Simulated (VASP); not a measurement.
## CaS (Oldhamite): single point with RPBE

Crystal: CaS (Oldhamite).

```xyz
2
Lattice="0.0000 2.8239 2.8239 2.8239 0.0000 2.8239 2.8239 2.8239 0.0000" Properties=species:S:1:pos:R:3 pbc="T T T"
Ca    0.0000    0.0000    0.0000
S     2.8239    2.8239    2.8239
```

| Property | Result |
| --- | --- |
| Program | VASP 6.6.1 |
| Task | single point |
| Functional | RPBE |
| Potentials or basis | VASP PAW PBE potentials, release 64 (Ca_sv, S) |
| Cutoff | 500 eV |
| k mesh | 5 × 5 × 5 |
| Occupations | gaussian, width 0.01 eV |
| Spin | no spin polarisation |
| Dipole correction | no |
| Further INCAR settings | ALGO = Normal; EDIFF = 1e-06; NBANDS = 15 |

The pressure is 4.6 GPa and the band gap on the k mesh is 2.55 eV, indirect (least direct gap 3.32 eV).

Levels at points of the mesh, in eV from the valence-band top:
```tsv
k point	band 4	band 5	band 6	band 7	band 8	band 9	band 10	band 11	band 12	band 13
(0.00, 0.00, 0.00)	-20.15	-11.39	0.00	0.00	0.00	4.26	4.26	4.26	4.49	4.83
```

Wall time 8.6 s on 1 thread of Intel(R) Xeon(R) Platinum 8488C (Sapphire Rapids), on a shared host, peak memory 0.16 GiB.

Caveat: the PAW data sets were made with another functional, which shifts forces and pressure a little. A k mesh can miss the band edges.
